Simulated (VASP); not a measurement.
Set up this calculation in VASP 6.6.1, as the native input.

```
Task                   : single point
Functional             : PBE
Potentials or basis    : VASP PAW PBE potentials, release 64 (Sc_sv, In_d, N)
Cutoff                 : 600 eV
k mesh                 : 6 × 6 × 10
Occupations            : gaussian, width 0.1 eV
Spin                   : no spin polarisation
Dipole correction      : no
Further INCAR settings : ALGO = Normal; EDIFF = 1e-06; NBANDS = 34
```

The structure of Sc2InN3 lies in POSCAR:

```
Sc2InN3
1.0
    8.0335311709      0.0000000000      0.0000000000
   -4.0167655854      6.9572420761      0.0000000000
    0.0000000000      0.0000000000      3.8432650537
Sc In N
2 1 3
Direct
    0.3333333333      0.6666666667      0.5000000000
    0.6666666667      0.3333333333      0.5000000000
    0.0000000000      0.0000000000      0.5000000000
    0.3333333333      0.6666666667      0.0000000000
    0.6666666667      0.3333333333      0.0000000000
    0.0000000000      0.0000000000      0.0000000000
```

The input as run:

INCAR

```
SYSTEM = Sc2InN3
PREC = Accurate
ENCUT = 600
EDIFF = 1E-6
ISMEAR = 0
SIGMA = 0.1
LREAL = .FALSE.
LASPH = .TRUE.
NELM = 120
ALGO = Normal
ISIF = 2
LWAVE = .FALSE.
LCHARG = .TRUE.
GGA = PE
LELF = .TRUE.
LVHAR = .TRUE.
NBANDS = 34
GGA_COMPAT = .FALSE.
```

KPOINTS

```
Automatic mesh
0
G
  6 6 10
  0 0 0
```

Potentials or basis: VASP PAW PBE potentials, release 64 (Sc_sv, In_d, N).

Run with:

```sh
$ cat potpaw_PBE.64/Sc_sv/POTCAR potpaw_PBE.64/In_d/POTCAR potpaw_PBE.64/N/POTCAR > POTCAR
$ mpirun -np 1 vasp_std > vasp.out
```

Results of the run:

| Property | Result |
| --- | --- |
| Pressure | 0.1 GPa |
| Band gap on the k mesh | zero (band 25 reaches 0.60 eV, above the bottom of band 26 at -0.07 eV) |

Caveat: spin-orbit coupling is left out, which moves the levels of the heavy elements.

Run time: 11 min on 1 thread of Intel Xeon 8259CL, with other jobs on the host, peak memory 0.6 GiB.
